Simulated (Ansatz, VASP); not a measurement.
# One calculation of Mg2Si, two programs

The input INCAR:

```
ALGO = Normal
EDIFF = 1E-6
ENCUT = 600
GGA = PE
GGA_COMPAT = False
ISIF = 2
ISMEAR = 0
LASPH = True
LCHARG = True
LELF = True
LREAL = False
LVHAR = True
LWAVE = False
NBANDS = 11
NELM = 120
PREC = Accurate
SIGMA = 0.01
```

Contents of KPOINTS:

```
k-points
0
Gamma
  6 6 6
```

The input POSCAR:

```
Mg2Si
1.0
    0.0000000000      3.2135117256      3.2135117256
    3.2135117256      0.0000000000      3.2135117256
    3.2135117256      3.2135117256      0.0000000000
Mg Si
2 1
Direct
    0.2500000000      0.2500000000      0.2500000000
    0.7500000000      0.7500000000      0.7500000000
    0.0000000000      0.0000000000      0.0000000000
```

Input for Ansatz:

```yaml
crystal:
  lattice:
    - [0.0, 3.2135117256, 3.2135117256]
    - [3.2135117256, 0.0, 3.2135117256]
    - [3.2135117256, 3.2135117256, 0.0]
  atoms:
    - { symbol: Mg, position: [0.25, 0.25, 0.25] }
    - { symbol: Mg, position: [0.75, 0.75, 0.75] }
    - { symbol: Si, position: [0.0, 0.0, 0.0] }
kpoints:
  mp_grid: { grid: [6, 6, 6] }
hamiltonian:
  xc: pbe
scf:
  occupations: { method: fixed }
  n_extra_bands: 4
output:
  forces: true
  stress: true
  eigenvalues: true
```

Alike in both runs: task single point; functional PBE; k mesh 6 × 6 × 6; no spin polarisation.

|  | VASP | Ansatz |
| --- | --- | --- |
| version | VASP 6.6.1 | Ansatz 0.2.0 |
| potentials or method | VASP PAW PBE potentials, release 64 (Mg, Si) | plane waves, PAW |
| plane-wave cutoff (eV) | 600 | 420 |
| occupations | gaussian, width 0.01 eV | fixed |
| valence electrons in the cell | 8 | 24 |

Ansatz gave:

| Quantity | Value |
| --- | --- |
| gap on the k mesh at the Fermi level (eV) | 0.24 |
| pressure (GPa) | -1.5 |

Problem. What did VASP give for the same quantities?

Solution. gap on the k mesh at the Fermi level (eV): 0.24; pressure (GPa): -1.6.

VASP's potentials hold 8 valence electrons a cell and Ansatz's 24, so a difference there can come from the potentials and not from the codes.
